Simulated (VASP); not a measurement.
# C (P6_3/mmc) in VASP: a series of runs, part 2 of 2

VASP 6.6.1. The steps go on from the part before.

## 3. Single point, PBEsol (biaxial strain in the a-b plane: -4.5 %, then relaxed in part)

INCAR

```
SYSTEM = C
PREC = Accurate ; ENCUT = 520
EDIFF = 1E-7 ; ISMEAR = 0
SIGMA = 0.1 ; LREAL = .FALSE.
LASPH = .TRUE. ; NELM = 60
ALGO = Normal ; ISIF = 2
LWAVE = .FALSE. ; LCHARG = .FALSE.
GGA = PS ; NBANDS = 16
```

KPOINTS

```
Automatic mesh
0
G
  24 24 8
  0 0 0
```

POSCAR

```
C
1.0
    2.3482486503      0.0000000000      0.0000000000
   -1.1741243252      2.0336429856      0.0000000000
    0.0000000000      0.0000000000      7.2208582167
C
4
Direct
    0.0000000000      0.0000000000      0.2500000000
    0.0000000000      0.0000000000      0.7500000000
    0.3333333333      0.6666666667      0.2500000000
    0.6666666667      0.3333333333      0.7500000000
```

Potentials or basis: VASP PAW PBE potentials, release 64 (C).

The run is started by

```
$ cat potpaw_PBE.64/C/POTCAR > POTCAR
$ mpirun -np 1 vasp_std > vasp.out
```

OUTCAR:

```text
SYSTEM = C
   PREC = Accurate
   ENCUT = 520
   EDIFF = 1E-7
   ISMEAR = 0
   LREAL = .FALSE.
   LASPH = .TRUE.
   NELM = 60
   ISIF = 2
   GGA = PS

 ion  position               nearest neighbor table
   1  0.000  0.000  0.250-   3 1.36   3 1.36   3 1.36
   2  0.000  0.000  0.750-   4 1.36   4 1.36   4 1.36
   3  0.333  0.667  0.250-   1 1.36   1 1.36   1 1.36
   4  0.667  0.333  0.750-   2 1.36   2 1.36   2 1.36

  LATTYP: Found a hexagonal cell.
 ALAT       =     2.3482486503
 C/A-ratio  =     3.0749972818

  Lattice vectors:

 A1 = (   2.3482486503,   0.0000000000,   0.0000000000)
 A2 = (  -1.1741243252,   2.0336429856,   0.0000000000)
 A3 = (   0.0000000000,   0.0000000000,   7.2208582167)

Analysis of symmetry for initial positions (statically):
=====================================================================
 Subroutine PRICEL returns:
 Original cell was already a primitive cell.

 Routine SETGRP: Setting up the symmetry group for a
 hexagonal supercell.

 Subroutine GETGRP returns: Found 24 space group operations
 (whereof 12 operations were pure point group operations)
 out of a pool of 24 trial point group operations.

The static configuration has the point symmetry D_3d.
 The point group associated with its full space group is D_6h.

Analysis of symmetry for dynamics (positions and initial velocities):
=====================================================================
 Subroutine PRICEL returns:
 Original cell was already a primitive cell.

 Routine SETGRP: Setting up the symmetry group for a
 hexagonal supercell.

 Subroutine GETGRP returns: Found 24 space group operations
 (whereof 12 operations were pure point group operations)
 out of a pool of 24 trial point group operations.

The dynamic configuration has the point symmetry D_3d.
 The point group associated with its full space group is D_6h.

 Subroutine INISYM returns: Found 24 space group operations
[... 122 lines left out ...]
  volume/ion in A,a.u.               =       8.62        58.18
  Fermi-wavevector in a.u.,A,eV,Ry     =   1.267396  2.395031 21.854933  1.606292
  Thomas-Fermi vector in A             =   2.400546
   LORBIT       =      0    0 simple, 1 ext, 2 COOP (PROOUT), +10 PAW based schemes
   GGA     = PS    functional components
   LHFCALC =     F    Hartree Fock is set to
   AEXX    =    0.0000 exact exchange contribution
   IVDW    =     0    specifies the selected vdW correction
   LEPSILON=     F    determine dielectric tensor
   LRPA    =     F    only Hartree local field effects (RPA)
 non-spin polarized calculation
 Gauss-broadening in eV      SIGMA  =   0.10
  energy-cutoff  :      520.00
  volume of cell :       34.48
 maximum number of plane-waves:       959
 NGX is ok and might be reduce to    18
   NGX =  9   NGY =  9   NGZ = 27

 number of electron      16.0000005 magnetization

 Free energy of the ion-electron system (eV)
  ---------------------------------------------------
  ext. energy  EPLUGINS =         0.00000000
  ---------------------------------------------------
  free energy    TOTEN  =       -37.92747747 eV

  energy without entropy =      -37.92702840  energy(sigma->0) =      -37.92725293

 E-fermi :   4.8491     XC(G=0): -10.2970

 val. band max:        4.8477612320   @ k =   0.3333   0.3333   0.5000
 cond. band min:       4.8492350925   @ k =   0.3333   0.3333   0.2500
 fundamental gap:      0.0014738605
 Fermi energy:         4.8491033045

 k-point     1 :       0.0000    0.0000    0.0000
  band No.  band energies     occupation
      1     -15.8977      2.00000
      2     -15.7400      2.00000
      3      -4.4407      2.00000
      4      -3.1645      2.00000
      5       1.9513      2.00000
      6       1.9513      2.00000
[... 433 lines left out ...]
      3      -9.0422      2.00000
      4      -8.9585      2.00000
      5      -2.0792      2.00000
      6      -2.0570      2.00000
[... 8 lines left out ...]
     15      18.7657      0.00000
     16      19.8650      0.00000

 [... further k-points ...]

------------------------ aborting loop because EDIFF is reached ----------------------------------------

  FORCE on cell =-STRESS in cart. coord.  units (eV):
  Direction    XX          YY          ZZ          XY          YZ          ZX
  --------------------------------------------------------------------------------------
  -------------------------------------------------------------------------------------
  Total       14.3791376     14.3791376     -0.0247962     -0.0000000      0.0000000     -0.0000000
  in kB      668.0912921    668.0912921     -1.1520961     -0.0000000      0.0000000     -0.0000000
  external PRESSURE =     445.0101627 kB  Pullay stress =       0.0000000 kB

 VOLUME and BASIS-vectors are now :
 -----------------------------------------------------------------------------
  energy-cutoff  :      520.00
  volume of cell :       34.48
      direct lattice vectors                 reciprocal lattice vectors
     2.348248650  0.000000000  0.000000000     0.425849281  0.245864197  0.000000000
    -1.174124325  2.033642986  0.000000000     0.000000000  0.491728394  0.000000000
     0.000000000  0.000000000  7.220858217     0.000000000  0.000000000  0.138487694

 POSITION                                       TOTAL-FORCE (eV/Angst)
 -----------------------------------------------------------------------------------
      0.00000      0.00000      1.80521        -0.000000      0.000000      0.000000
      0.00000      0.00000      5.41564         0.000000     -0.000000      0.000000
     -0.00000      1.35576      1.80521        -0.000000      0.000000     -0.000000
      1.17412      0.67788      5.41564        -0.000000     -0.000000     -0.000000
 -----------------------------------------------------------------------------------
    total drift:                                0.000000     -0.000000      0.000000

  FREE ENERGIE OF THE ION-ELECTRON SYSTEM (eV)
  ---------------------------------------------------
  free  energy   TOTEN  =       -37.9274774681 eV

  energy  without entropy=      -37.9270284003  energy(sigma->0) =      -37.92725293
```

stdout:

```text
POSCAR found type information on POSCAR C
 POSCAR found :  1 types and       4 ions
 scaLAPACK will be used
 -----------------------------------------------------------------------------
|                                                                             |
|                                                                             |
|     You enforced a specific xc type in the INCAR file but a different       |
|     I HOPE YOU KNOW WHAT YOU ARE DOING!                                     |
|                                                                             |
 -----------------------------------------------------------------------------

 LDA part: xc-table for (Slater+PW92), standard interpolation
 POSCAR, INCAR and KPOINTS ok, starting setup
 FFT: planning ... GRIDC
 FFT: planning ... GRID_SOFT
 FFT: planning ... GRID
 WAVECAR not read
 entering main loop
```

Wall time 2.1 min (1 thread of Intel Xeon Platinum 8375C at 2.90GHz (Ice Lake), shared host); peak memory 0.23 GiB.

Results:

```
Free energy            : -37.9275 eV
Pressure               : 44.5 GPa
Band gap on the k mesh : zero (band 8 reaches 4.85 eV, above the bottom of band 9 at 4.84 eV)
```

Caveat: the cell differs from its parent crystal (biaxial strain in the a-b plane: -4.5 %, then relaxed in part); the PAW data sets were made with another functional, which shifts forces and pressure a little; this functional lacks dispersion, which binds the layers, so the pressure and a relaxed spacing across them are unreliable.

## 4. Single point, PBEsol (biaxial strain in the a-b plane: -3.0 %, then relaxed in part)

INCAR

```
SYSTEM = C
PREC = Accurate
ENCUT = 520
EDIFF = 1E-6
ISMEAR = 0
SIGMA = 0.1
LREAL = .False.
LASPH = .True.
NELM = 80
ALGO = Normal
ISIF = 2
LWAVE = .False.
LCHARG = .True.
GGA = PS
LELF = .True.
LVHAR = .True.
NBANDS = 16
```

KPOINTS

```
regular mesh
0
Gamma
  24 24 8
  0 0 0
```

POSCAR

```
C
1.0
    2.3851321370      0.0000000000      0.0000000000
   -1.1925660685      2.0655850220      0.0000000000
    0.0000000000      0.0000000000      7.2509065036
C
4
Direct
    0.0000000000      0.0000000000      0.2500000000
    0.0000000000      0.0000000000      0.7500000000
    0.3333333333      0.6666666667      0.2500000000
    0.6666666667      0.3333333333      0.7500000000
```

Potentials or basis: VASP PAW PBE potentials, release 64 (C).

The run is started by

```
$ cat potpaw_PBE.64/C/POTCAR > POTCAR
$ mpirun -np 1 vasp_std > vasp.out
```

OUTCAR:

```text
SYSTEM = C
   PREC = Accurate
   ENCUT = 520
   EDIFF = 1E-6
   ISMEAR = 0
   LREAL = .False.
   LASPH = .True.
   NELM = 80
   ISIF = 2
   GGA = PS

 ion  position               nearest neighbor table
   1  0.000  0.000  0.250-   3 1.38   3 1.38   3 1.38
   2  0.000  0.000  0.750-   4 1.38   4 1.38   4 1.38
   3  0.333  0.667  0.250-   1 1.38   1 1.38   1 1.38
   4  0.667  0.333  0.750-   2 1.38   2 1.38   2 1.38

  LATTYP: Found a hexagonal cell.
 ALAT       =     2.3851321370
 C/A-ratio  =     3.0400439419

  Lattice vectors:

 A1 = (   2.3851321370,   0.0000000000,   0.0000000000)
 A2 = (  -1.1925660685,   2.0655850220,   0.0000000000)
 A3 = (   0.0000000000,   0.0000000000,   7.2509065036)

Analysis of symmetry for initial positions (statically):
=====================================================================
 Subroutine PRICEL returns:
 Original cell was already a primitive cell.

 Routine SETGRP: Setting up the symmetry group for a
 hexagonal supercell.

 Subroutine GETGRP returns: Found 24 space group operations
 (whereof 12 operations were pure point group operations)
 out of a pool of 24 trial point group operations.

The static configuration has the point symmetry D_3d.
 The point group associated with its full space group is D_6h.

Analysis of symmetry for dynamics (positions and initial velocities):
=====================================================================
 Subroutine PRICEL returns:
 Original cell was already a primitive cell.

 Routine SETGRP: Setting up the symmetry group for a
 hexagonal supercell.

 Subroutine GETGRP returns: Found 24 space group operations
 (whereof 12 operations were pure point group operations)
 out of a pool of 24 trial point group operations.

The dynamic configuration has the point symmetry D_3d.
 The point group associated with its full space group is D_6h.

 Subroutine INISYM returns: Found 24 space group operations
[... 122 lines left out ...]
  volume/ion in A,a.u.               =       8.93        60.27
  Fermi-wavevector in a.u.,A,eV,Ry     =   1.252561  2.366997 21.346303  1.568909
  Thomas-Fermi vector in A             =   2.386455
   LORBIT       =      0    0 simple, 1 ext, 2 COOP (PROOUT), +10 PAW based schemes
   GGA     = PS    functional components
   LHFCALC =     F    Hartree Fock is set to
   AEXX    =    0.0000 exact exchange contribution
   IVDW    =     0    specifies the selected vdW correction
   LEPSILON=     F    determine dielectric tensor
   LRPA    =     F    only Hartree local field effects (RPA)
 non-spin polarized calculation
 Gauss-broadening in eV      SIGMA  =   0.10
  energy-cutoff  :      520.00
  volume of cell :       35.72
 maximum number of plane-waves:       999
 NGX is ok and might be reduce to    18
   NGX =  9   NGY =  9   NGZ = 27

 number of electron      16.0000006 magnetization

 Free energy of the ion-electron system (eV)
  ---------------------------------------------------
  ext. energy  EPLUGINS =         0.00000000
  ---------------------------------------------------
  free energy    TOTEN  =       -38.29595185 eV

  energy without entropy =      -38.29550279  energy(sigma->0) =      -38.29572732

 E-fermi :   4.5291     XC(G=0): -10.1810

 val. band max:        4.5275184619   @ k =   0.3333   0.3333   0.5000
 cond. band min:       4.5292875354   @ k =   0.3333   0.3333   0.2500
 fundamental gap:      0.0017690735
 Fermi energy:         4.5291358801

 k-point     1 :       0.0000    0.0000    0.0000
  band No.  band energies     occupation
      1     -15.8283      2.00000
      2     -15.6719      2.00000
      3      -4.4169      2.00000
      4      -3.1413      2.00000
      5       1.5936      2.00000
      6       1.5936      2.00000
[... 433 lines left out ...]
      3      -9.0924      2.00000
      4      -9.0134      2.00000
      5      -2.2719      2.00000
      6      -2.2487      2.00000
[... 8 lines left out ...]
     15      18.2073      0.00000
     16      19.2948      0.00000

 [... further k-points ...]

------------------------ aborting loop because EDIFF is reached ----------------------------------------

  FORCE on cell =-STRESS in cart. coord.  units (eV):
  Direction    XX          YY          ZZ          XY          YZ          ZX
  --------------------------------------------------------------------------------------
  -------------------------------------------------------------------------------------
  Total        9.2718623      9.2718623     -0.0258776      0.0000000      0.0000000      0.0000000
  in kB      415.8433202    415.8433202     -1.1606091      0.0000000      0.0000000      0.0000000
  external PRESSURE =     276.8420104 kB  Pullay stress =       0.0000000 kB

 VOLUME and BASIS-vectors are now :
 -----------------------------------------------------------------------------
  energy-cutoff  :      520.00
  volume of cell :       35.72
      direct lattice vectors                 reciprocal lattice vectors
     2.385132137  0.000000000  0.000000000     0.419263983  0.242062174  0.000000000
    -1.192566068  2.065585022  0.000000000     0.000000000  0.484124347  0.000000000
     0.000000000  0.000000000  7.250906504     0.000000000  0.000000000  0.137913790

 POSITION                                       TOTAL-FORCE (eV/Angst)
 -----------------------------------------------------------------------------------
      0.00000      0.00000      1.81273         0.000000      0.000000      0.000000
      0.00000      0.00000      5.43818        -0.000000     -0.000000      0.000000
     -0.00000      1.37706      1.81273         0.000000      0.000000      0.000000
      1.19257      0.68853      5.43818        -0.000000      0.000000      0.000000
 -----------------------------------------------------------------------------------
    total drift:                                0.000000     -0.000000      0.000000

  FREE ENERGIE OF THE ION-ELECTRON SYSTEM (eV)
  ---------------------------------------------------
  free  energy   TOTEN  =       -38.2959518507 eV

  energy  without entropy=      -38.2955027879  energy(sigma->0) =      -38.29572732
```

OSZICAR:

```text
N       E                     dE             d eps       ncg     rms          rms(c)
DAV:   1     0.355580990263E+02    0.35558E+02   -0.79232E+03  9792   0.918E+02
DAV:   2    -0.387657762724E+02   -0.74324E+02   -0.67943E+02 13672   0.196E+02
DAV:   3    -0.414926344194E+02   -0.27269E+01   -0.27134E+01 12776   0.351E+01
DAV:   4    -0.415147868254E+02   -0.22152E-01   -0.22147E-01 12296   0.382E+00
DAV:   5    -0.415151251441E+02   -0.33832E-03   -0.33831E-03 12664   0.445E-01    0.102E+01
DAV:   6    -0.390682552211E+02    0.24469E+01   -0.16754E+00 11568   0.818E+00    0.592E+00
DAV:   7    -0.382872575977E+02    0.78100E+00   -0.20302E+00 11928   0.911E+00    0.165E+00
DAV:   8    -0.382979513906E+02   -0.10694E-01   -0.93051E-02 11448   0.184E+00    0.385E-01
DAV:   9    -0.382957352916E+02    0.22161E-02   -0.28388E-03 12400   0.366E-01    0.142E-01
DAV:  10    -0.382959447438E+02   -0.20945E-03   -0.11917E-03 10936   0.209E-01    0.940E-02
DAV:  11    -0.382959494221E+02   -0.46783E-05   -0.44970E-05 12168   0.451E-02    0.121E-02
DAV:  12    -0.382959515313E+02   -0.21093E-05   -0.17671E-06 11760   0.888E-03    0.768E-03
DAV:  13    -0.382959518507E+02   -0.31937E-06   -0.60405E-07  9120   0.596E-03
   1 F= -.38295952E+02 E0= -.38295727E+02  d E =-.449063E-03
```

stdout:

```text
POSCAR found type information on POSCAR C
 POSCAR found :  1 types and       4 ions
 scaLAPACK will be used
 -----------------------------------------------------------------------------
|                                                                             |
|                                                                             |
|     You enforced a specific xc type in the INCAR file but a different       |
|     I HOPE YOU KNOW WHAT YOU ARE DOING!                                     |
|                                                                             |
 -----------------------------------------------------------------------------

 LDA part: xc-table for (Slater+PW92), standard interpolation
 POSCAR, INCAR and KPOINTS ok, starting setup
 FFT: planning ... GRIDC
 FFT: planning ... GRID_SOFT
 FFT: planning ... GRID
 WAVECAR not read
 entering main loop
```

It took 1.8 min on 1 thread of Intel Xeon Platinum 8375C at 2.90GHz (Ice Lake), shared host; peak memory 0.23 GiB.

What came out:

```yaml
Free_energy: -38.2960 eV
Pressure: 27.7 GPa
Band_gap_on_the_k_mesh: zero (band 8 reaches 4.53 eV, above the bottom of band 9 at 4.52 eV)
```

Stress tensor (GPa, compression positive):
```
41.58  0.00  0.00
 0.00 41.58  0.00
 0.00  0.00 -0.12
```

Levels at points of the mesh, in eV from the Fermi level:
```
           k point  band 6  band 7  band 8  band 9  band 10  band 11
(0.00, 0.00, 0.00)   -2.94   -2.93   -2.93    3.17     8.34     8.97
(0.50, 0.00, 0.00)   -6.65   -2.80   -2.37    1.49     2.02     8.26
(0.00, 0.00, 0.50)   -2.93   -2.93   -2.93    5.25     5.25     8.98
(0.50, 0.00, 0.50)   -6.66   -2.56   -2.56    1.66     1.66     8.37
```

Caveat: the cell differs from its parent crystal (biaxial strain in the a-b plane: -3.0 %, then relaxed in part); the PAW data sets were made with another functional, which shifts forces and pressure a little; this functional lacks dispersion, which binds the layers, so the pressure and a relaxed spacing across them are unreliable.

## 5. Overview

| cell | gap on the mesh (eV) | pressure (GPa) |
| --- | --- | --- |
| a = 2.570, b = 2.570, c = 7.327 Å, angles 90.0, 90.0, 120.0°, 4 atoms | none | -27.5 |
| a = 2.348, b = 2.348, c = 7.221 Å, angles 90.0, 90.0, 120.0°, 4 atoms | none | 44.5 |
| a = 2.385, b = 2.385, c = 7.251 Å, angles 90.0, 90.0, 120.0°, 4 atoms | none | 27.7 |

Alike in all rows: task single point; level PBEsol; potentials or basis VASP PAW PBE potentials, release 64 (C); no spin polarisation; k mesh 24 × 24 × 8; cutoff (eV) 520; smearing gaussian 0.1 eV.

Caveats: the PAW data sets were made with another functional, which shifts forces and pressure a little; this functional lacks dispersion, which binds the layers, so the pressure and a relaxed spacing across them are unreliable.

Total energies depend on the potentials used, so only differences within one code and one set of settings carry meaning.
